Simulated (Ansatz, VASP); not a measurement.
Two plane-wave programs on Ge2H

```xyz
3
Lattice="4.0227 0.0000 0.0000 -2.0113 3.4838 0.0000 0.0000 0.0000 17.6843" Properties=species:S:1:pos:R:3 pbc="T T T"
Ge    0.0000    2.3225    4.6843
Ge    2.0113    1.1613    4.0000
H     4.0227    0.0000    5.8643
```

Alike in both runs: task single point; functional PBE; dispersion D3(BJ); k mesh 9 × 9 × 1; occupations gaussian, width 0.1 eV; collinear spin.

```csv
,VASP,Ansatz
version,VASP 6.6.1,Ansatz 0.2.0
potentials or method,"VASP PAW PBE potentials, release 64 (Ge_d, H), cutoff 520 eV","scalar-relativistic, plane waves, PAW"
valence electrons in the cell,29,29
```

|  | VASP | Ansatz | Ansatz less VASP |
| --- | --- | --- | --- |
| gap on the k mesh at the Fermi level (eV) | none | none | - |
| rms of the force components (eV/Å) | 0.273 | 0.274 | +0.0009 |
| net moment per atom (μB) | 0.19 | 0.19 | -0.001 |
| size of the moment on the site where the two differ most (μB) | 0.15 | 0.31 | +0.159 |

Site moments also hang on the region over which each program counts them. Atom by atom the forces differ by 0.001 eV/Å (rms over components). A gap of «none» marks a metal or a gap that the smearing closes.
